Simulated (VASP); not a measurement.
# Ir (Fm-3m) in VASP: single point with PBE0

Aim: the single point of Ir with PBE0.

All numbers are computed with VASP 6.6.1; they aren't measurements. Logs are shortened: lines on timing, memory, paths and dates and some standing lists are left out, and cuts for length are marked.

**1. The cell of the first run**

It takes space group Fm-3m (No. 225, cubic). The conventional cell has a = 3.804 Å, b = 3.804 Å, c = 3.804 Å, α = 90.00°, β = 90.00°, γ = 90.00°. Ir (site symmetry m-3m) has 12 Ir at 2.69 Å within 3.5 Å.

**2. Single point, PBE0**

File POSCAR:

```
Ir
1.0
    0.0000000000      1.9021970528      1.9021970528
    1.9021970528      0.0000000000      1.9021970528
    1.9021970528      1.9021970528      0.0000000000
Ir
1
Direct
    0.0000000000      0.0000000000      0.0000000000
```

File INCAR.step1:

```
SYSTEM = Ir
ALGO = Normal
EDIFF = 1E-5
ENCUT = 400
GGA = PE
GGA_COMPAT = .FALSE.
ISIF = 2
ISMEAR = -1
LASPH = .TRUE.
LREAL = .FALSE.
LWAVE = .TRUE.
NBANDS = 10
NELM = 120
PREC = Accurate
SIGMA = 0.5
```

File INCAR.step2:

```
SYSTEM = Ir
AEXX = 0.25
ALGO = Normal
EDIFF = 1E-6
ENCUT = 400
GGA = PE
GGA_COMPAT = .FALSE.
ISIF = 2
ISMEAR = -1
ISTART = 1
LASPH = .TRUE.
LCHARG = .TRUE.
LELF = .TRUE.
LHFCALC = .TRUE.
LREAL = .FALSE.
LVHAR = .TRUE.
LWAVE = .FALSE.
NBANDS = 10
NELM = 120
PREC = Accurate
PRECFOCK = Normal
SIGMA = 0.5
```

File KPOINTS:

```
k-points
0
G
  2 2 2
  0 0 0
```

Potentials or basis: VASP PAW PBE potentials, release 64 (Ir).

Run with:

```bash
> cat potpaw_PBE.64/Ir/POTCAR > POTCAR
> cp INCAR.step1 INCAR
> mpirun -np 1 vasp_std > vasp.out
> cp INCAR.step2 INCAR
> mpirun -np 1 vasp_std > vasp.out
```

OUTCAR:

```text
SYSTEM = Ir
   AEXX = 0.25
   EDIFF = 1E-6
   ENCUT = 400
   GGA = PE
   ISIF = 2
   ISMEAR = -1
   ISTART = 1
   LASPH = .TRUE.
   LHFCALC = .TRUE.
   LREAL = .FALSE.
   NELM = 120
   PREC = Accurate
   PRECFOCK = Normal

 ion  position               nearest neighbor table
   1  0.000  0.000  0.000-

  LATTYP: Found a face centered cubic cell.
 ALAT       =     3.8043941056

  Lattice vectors:

 A1 = (   0.0000000000,   1.9021970528,   1.9021970528)
 A2 = (   1.9021970528,   0.0000000000,   1.9021970528)
 A3 = (   1.9021970528,   1.9021970528,   0.0000000000)

Analysis of symmetry for initial positions (statically):
=====================================================================
 Subroutine PRICEL returns:
 Original cell was already a primitive cell.

 Routine SETGRP: Setting up the symmetry group for a
 face centered cubic supercell.

 Subroutine GETGRP returns: Found 48 space group operations
 (whereof 48 operations were pure point group operations)
 out of a pool of 48 trial point group operations.

The static configuration has the point symmetry O_h .

Analysis of symmetry for dynamics (positions and initial velocities):
=====================================================================
 Subroutine PRICEL returns:
 Original cell was already a primitive cell.

 Routine SETGRP: Setting up the symmetry group for a
 face centered cubic supercell.

 Subroutine GETGRP returns: Found 48 space group operations
 (whereof 48 operations were pure point group operations)
 out of a pool of 48 trial point group operations.

The dynamic configuration has the point symmetry O_h .

 Subroutine INISYM returns: Found 48 space group operations
 (whereof 48 operations are pure point group operations),
 and found     1 'primitive' translations

----------------------------------------------------------------------------------------

                                     Primitive cell

  volume of cell :      13.7656

  direct lattice vectors                    reciprocal lattice vectors
     0.000000000  1.902197053  1.902197053    -0.262853945  0.262853945  0.262853945
     1.902197053  0.000000000  1.902197053     0.262853945 -0.262853945  0.262853945
     1.902197053  1.902197053  0.000000000     0.262853945  0.262853945 -0.262853945

  length of vectors
     2.690112870  2.690112870  2.690112870     0.455276388  0.455276388  0.455276388

  position of ions in fractional coordinates (direct lattice)
     0.000000000  0.000000000  0.000000000

  ion indices of the primitive-cell ions
   primitive index   ion index
                 1           1

----------------------------------------------------------------------------------------

 KPOINTS: k-points

Automatic generation of k-mesh.
 Grid dimensions read from file:
 generate k-points for:    2    2    2

 Generating k-lattice:

  Cartesian coordinates                     Fractional coordinates (reciprocal lattice)
    -0.131426973  0.131426973  0.131426973     0.500000000  0.000000000  0.000000000
     0.131426973 -0.131426973  0.131426973     0.000000000  0.500000000  0.000000000
     0.131426973  0.131426973 -0.131426973     0.000000000  0.000000000  0.500000000

  Length of vectors
     0.227638194  0.227638194  0.227638194

  Shift w.r.t. Gamma in fractional coordinates (k-lattice)
     0.000000000  0.000000000  0.000000000

 Subroutine IBZKPT returns following result:
 ===========================================

 Found      3 irreducible k-points:

 Following reciprocal coordinates:
            Coordinates               Weight
  0.000000  0.000000  0.000000      1.000000
  0.500000  0.000000  0.000000      4.000000
  0.500000  0.500000  0.000000      3.000000
   k-points           NKPTS =      3   k-points in BZ     NKDIM =      8   number of bands    NBANDS=     10
   number of dos      NEDOS =    301   number of ions     NIONS =      1
   total plane-waves  NPLWV =   5832
   dimension x,y,z NGX =    18 NGY =   18 NGZ =   18
   dimension x,y,z NGXF=    36 NGYF=   36 NGZF=   36
   ions per type =               1
   NGX,Y,Z   is equivalent  to a cutoff of  11.12, 11.12, 11.12 a.u.
   NGXF,Y,Z  is equivalent  to a cutoff of  22.25, 22.25, 22.25 a.u.
 SYSTEM =  Ir
   PREC   = accura    normal or accurate (medium, high low for compatibility)
   ISTART =      1    job   : 0-new  1-cont  2-samecut
   ICHARG =      0    charge: 1-file 2-atom 10-const
   ISPIN  =      1    spin polarized calculation?
   LNONCOLLINEAR =      F non collinear calculations
   LSORBIT =      F    spin-orbit coupling
   LASPH  =      T    aspherical Exc in radial PAW
   ENCUT  =  400.0 eV  29.40 Ry    5.42 a.u.   4.39  4.39  4.39*2*pi/ulx,y,z
   NELM   =    120;   NELMIN=  2; NELMDL=  0     # of ELM steps
   EDIFF  = 0.1E-05   stopping-criterion for ELM
   LREAL  =      F    real-space projection
   EDIFFG = 0.1E-04   stopping-criterion for IOM
   NSW    =      0    number of steps for IOM
   IBRION =     -1    ionic relax: 0-MD 1-quasi-New 2-CG
   NFREE  =      0    steps in history (QN), initial steepest desc. (CG)
   ISIF   =      2    stress and relaxation
   ISYM   =      3    0-nonsym 1-usesym 2-fastsym
   POTIM  = 0.5000    time-step for ionic-motion
   TEBEG  =    0.0;   TEEND  =   0.0 temperature during run
   PSTRESS=    0.0 pullay stress
   NELECT =       9.0000    total number of electrons
   NUPDOWN=      -1.0000    fix difference up-down
   EMIN   =  10.00;   EMAX   =-10.00  energy-range for DOS
   EFERMI =   0.00;   METHOD = LEGACY
   ISMEAR =    -1;   SIGMA  =   0.50  broadening in eV -4-tet -1-fermi 0-gaus
   EFERMI_NEDOS =   21; number of points for ismear=-14 and -15
   IALGO  =     38    algorithm
   IMIX   =      1    mixing-type and parameters
     AMIX     =   0.40;   BMIX     =  1.00
     AMIX_MAG =   1.60;   BMIX_MAG =  1.00
  volume/ion in A,a.u.               =      13.77        92.90
  Fermi-wavevector in a.u.,A,eV,Ry     =   1.420878  2.685070 27.468730  2.018895
  Thomas-Fermi vector in A             =   2.541747
   LORBIT       =      0    0 simple, 1 ext, 2 COOP (PROOUT), +10 PAW based schemes
   GGA     = PE    functional components
   LHFCALC =     T    Hartree Fock is set to
   PRECFOCK=normal    Normal, Fast or Accurate (Low or Medium for compatibility)
   ENCUT4O =  -1.0   cutoff for four orbital integrals eV
   NKREDX  =     1    reduce k-point grid by
   NKREDY  =     1    reduce k-point grid by
   NKREDZ  =     1    reduce k-point grid by
   AEXX    =    0.2500 exact exchange contribution
   HFSCREEN=    0.0000 screening length (either q_TF or 0.3 A-1)
   HFSCREENC=   0.0000 screening length for correlation (either q_TF or 0.3 A-1)
   ENCUTFOCK=  -1.0 apply spherical cutoff to Coloumb kernel
   IVDW    =     0    specifies the selected vdW correction
   LEPSILON=     F    determine dielectric tensor
   LRPA    =     F    only Hartree local field effects (RPA)
 non-spin polarized calculation
  energy-cutoff  :      400.00
  volume of cell :       13.77
 maximum number of plane-waves:       259
 NGX is ok and might be reduce to    18
  NGX = 14; NGY = 14; NGZ = 14

 number of electron       9.0000001 magnetization

 Free energy of the ion-electron system (eV)
  ---------------------------------------------------
  ext. energy  EPLUGINS =         0.00000000
  ---------------------------------------------------
  free energy    TOTEN  =        -7.18902687 eV

  energy without entropy =       -6.18801123  energy(sigma->0) =       -6.68851905

 E-fermi :  11.8529     XC(G=0): -11.0467

 val. band max:       11.6238083231   @ k =   0.5000   0.0000   0.0000
 cond. band min:      13.1487523363   @ k =   0.5000   0.5000   0.0000
 fundamental gap:      1.5249440132
 Fermi energy:        11.8528731728

 k-point     1 :       0.0000    0.0000    0.0000
  band No.  band energies     occupation
      1      -2.4471      2.00000
      2       5.5394      1.99999
      3       5.5394      1.99999
      4       5.5394      1.99999
      5       8.2199      1.99860
      6       8.2199      1.99860
      7      26.2443      0.00000
      8      32.5285      0.00000
      9      32.5285      0.00000
     10      32.5285      0.00000

 k-point     2 :       0.5000    0.0000    0.0000
  band No.  band energies     occupation
      1       0.9265      2.00000
      2       5.2745      2.00000
      3       5.2746      2.00000
      4       8.7698      1.99581
      5      11.6236      1.22533
      6      11.6238      1.22514
      7      20.0262      0.00000
      8      25.9480      0.00000
      9      32.4948      0.00000
     10      32.4948      0.00000

 k-point     3 :       0.5000    0.5000    0.0000
  band No.  band energies     occupation
      1       0.8503      2.00000
      2       1.6729      2.00000
      3      10.7495      1.80171
      4      13.1488      0.13934
      5      13.5436      0.06576
      6      13.5436      0.06576
      7      23.3616      0.00000
      8      24.0197      0.00000
      9      24.0197      0.00000
     10      34.1943      0.00000

------------------------ aborting loop because EDIFF is reached ----------------------------------------

  FORCE on cell =-STRESS in cart. coord.  units (eV):
  Direction    XX          YY          ZZ          XY          YZ          ZX
  --------------------------------------------------------------------------------------
  -------------------------------------------------------------------------------------
  Total        7.8017728      7.8017728      7.8017728      0.0000000     -0.0000000      0.0000000
  in kB      908.0449987    908.0449987    908.0449987      0.0000000     -0.0000000      0.0000000
  external PRESSURE =     908.0449987 kB  Pullay stress =       0.0000000 kB

 VOLUME and BASIS-vectors are now :
 -----------------------------------------------------------------------------
  energy-cutoff  :      400.00
  volume of cell :       13.77
      direct lattice vectors                 reciprocal lattice vectors
     0.000000000  1.902197053  1.902197053    -0.262853945  0.262853945  0.262853945
     1.902197053  0.000000000  1.902197053     0.262853945 -0.262853945  0.262853945
     1.902197053  1.902197053  0.000000000     0.262853945  0.262853945 -0.262853945

 POSITION                                       TOTAL-FORCE (eV/Angst)
 -----------------------------------------------------------------------------------
      0.00000      0.00000      0.00000         0.000000     -0.000000      0.000000
 -----------------------------------------------------------------------------------
    total drift:                                0.000000      0.000000      0.000000

  FREE ENERGIE OF THE ION-ELECTRON SYSTEM (eV)
  ---------------------------------------------------
  free  energy   TOTEN  =        -7.1890268705 eV

  energy  without entropy=       -6.1880112345  energy(sigma->0) =       -6.68851905
```

Run time: 7.2 s. Hardware: 1 thread of Intel Xeon 6975P-C, shared host; peak memory 0.13 GiB.

What came out:

```
Free energy : -7.1890 eV
Pressure    : 90.8 GPa
```

Caveat: the k points lie up to 1.43 Å⁻¹ apart; the PAW data sets were made with another functional, which shifts forces and pressure a little; spin-orbit coupling is left out, which moves the levels of the heavy elements.
